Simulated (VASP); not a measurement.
A run of VASP 6.6.1 is set up as follows.

File INCAR:

```
SYSTEM = Ti
PREC     = Accurate       ! precision mode
ENCUT    = 520            ! plane-wave cutoff, eV
EDIFF    = 1E-6           ! SCF threshold, eV
ISMEAR   = 0              ! smearing method
SIGMA    = 0.1            ! smearing width, eV
LREAL    = .FALSE.        ! projectors in reciprocal space
LASPH    = .TRUE.         ! aspherical terms in the spheres
NELM     = 100            ! most SCF steps
ALGO     = Normal         ! electronic algorithm
ISIF     = 2              ! what is computed and relaxed
LWAVE    = .FALSE.        ! write WAVECAR
LCHARG   = .TRUE.         ! write CHGCAR
GGA      = PE             ! functional
LELF     = .TRUE.         ! ELF
LVHAR    = .TRUE.       
NBANDS   = 12             ! bands
```

KPOINTS

```
regular mesh
0
G
  6 6 6
  0 0 0
```

File POSCAR:

```
Ti
1.0
    2.6337823585      0.0000000000      0.0000000000
    0.0000000000      2.6337823585      0.0000000000
    0.0000000000      0.0000000000      2.6371776124
Ti
1
Direct
    0.0000000000      0.0000000000      0.0000000000
```

Potentials or basis: VASP PAW PBE potentials, release 64 (Ti_sv).

Run with:

```sh
$ cat potpaw_PBE.64/Ti_sv/POTCAR > POTCAR
$ mpirun -np 1 vasp_std > vasp.out
```

Estimate the band gap on the k mesh.

zero (bands 6 and 7 overlap by 2.20 eV).

What does it give for the pressure?

-0.1 GPa.

Stress tensor (GPa, compression positive):
```
-0.07  0.00  0.00
 0.00 -0.07  0.00
 0.00  0.00 -0.18
```

Caveat: the k points lie up to 0.40 Å⁻¹ apart, too coarse for converged energies and pressures of a metal.
